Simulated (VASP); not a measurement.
Wanted: the native input for a VASP 6.6.1 run.

```yaml
Task: single point
Functional: PBE
Potentials_or_basis: VASP PAW PBE potentials, release 64 (Sc_sv, Ga_d, Te)
Cutoff: 520 eV
k_mesh: 3 × 3 × 3
Occupations: gaussian, width 0.1 eV
Spin: no spin polarisation
Dipole_correction: no
Further_INCAR_settings: ALGO = Normal; EDIFF = 1e-07; NBANDS = 29
```

The structure of ScGaTe3 lies in POSCAR:

```
ScGaTe3
1.0
    3.5159378718      2.0299276767      3.9663813489
   -3.5159378718      2.0299276767      3.9663813489
    0.0000000000     -4.0598553535      3.9663813489
Sc Ga Te
1 1 3
Direct
    0.0000000000      0.0000000000      0.0000000000
    0.5000000000      0.5000000000      0.5000000000
    0.0000000000      0.0000000000      0.5000000000
    0.5000000000      0.0000000000      0.0000000000
    0.0000000000      0.5000000000      0.0000000000
```

The input as run:

INCAR

```
SYSTEM = ScGaTe3
PREC = Accurate ; ENCUT = 520
EDIFF = 1E-7 ; ISMEAR = 0
SIGMA = 0.1 ; LREAL = .FALSE.
LASPH = .TRUE. ; NELM = 100
ALGO = Normal ; ISIF = 2
LWAVE = .FALSE. ; LCHARG = .FALSE.
GGA = PE ; NBANDS = 29
```

KPOINTS

```
regular mesh
0
G
  3 3 3
  0 0 0
```

Potentials or basis: VASP PAW PBE potentials, release 64 (Sc_sv, Ga_d, Te).

Run with:

```console
$ cat potpaw_PBE.64/Sc_sv/POTCAR potpaw_PBE.64/Ga_d/POTCAR potpaw_PBE.64/Te/POTCAR > POTCAR
$ mpirun -np 1 vasp_std > vasp.out
```

It gave:

```
Pressure               : 0.0 GPa
Band gap on the k mesh : zero (band 21 reaches 4.64 eV, above the bottom of band 22 at 3.82 eV)
```

Caveat: the k points lie up to 0.39 Å⁻¹ apart; spin-orbit coupling is left out, which moves the levels of the heavy elements.

It took 24 s on 1 thread of AMD EPYC 9R45 96-Core Processor (Zen 5), on a shared host, peak memory 0.23 GiB.
